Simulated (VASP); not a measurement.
Input of a VASP 6.6.1 run:

Contents of INCAR:

```
SYSTEM = CdTe
  PREC = Accurate
  ENCUT = 500
  EDIFF = 1E-6
  ISMEAR = -1
  SIGMA = 0.1
  LREAL = .FALSE.
  LASPH = .TRUE.
  NELM = 120
  ALGO = Normal
  ISIF = 2
  LWAVE = .FALSE.
  LCHARG = .TRUE.
  LELF = .TRUE.
  LVHAR = .TRUE.
  NBANDS = 26
  GGA_COMPAT = .FALSE.
```

Contents of KPOINTS:

```
Automatic mesh
0
G
  6 6 4
  0 0 0
```

POSCAR

```
CdTe
1.0
    3.1254100081     -3.1553030168      0.0000000000
    3.1254100081      3.1553030168      0.0000000000
    0.0000000000      0.0000000000      6.2101068761
Cd Te
2 2
Direct
    0.2770300000      0.7229700000      0.7500000000
    0.7229700000      0.2770300000      0.2500000000
    0.7661370000      0.2338630000      0.7500000000
    0.2338630000      0.7661370000      0.2500000000
```

Potentials or basis: VASP PAW LDA potentials, release 64 (Cd, Te).

The run is started by

```sh
$ cat potpaw_LDA.64/Cd/POTCAR potpaw_LDA.64/Te/POTCAR > POTCAR
$ mpirun -np 1 vasp_std > vasp.out
```

(1) Estimate the largest force.

(2) Estimate the band gap on the k mesh.

(3) Estimate the pressure.

Results:

(1) 0.118 eV/Å.

(2) zero (band 18 reaches 3.06 eV, above the bottom of band 19 at 1.69 eV).

(3) -6.4 GPa.

Caveat: spin-orbit coupling is left out, which moves the levels of the heavy elements.
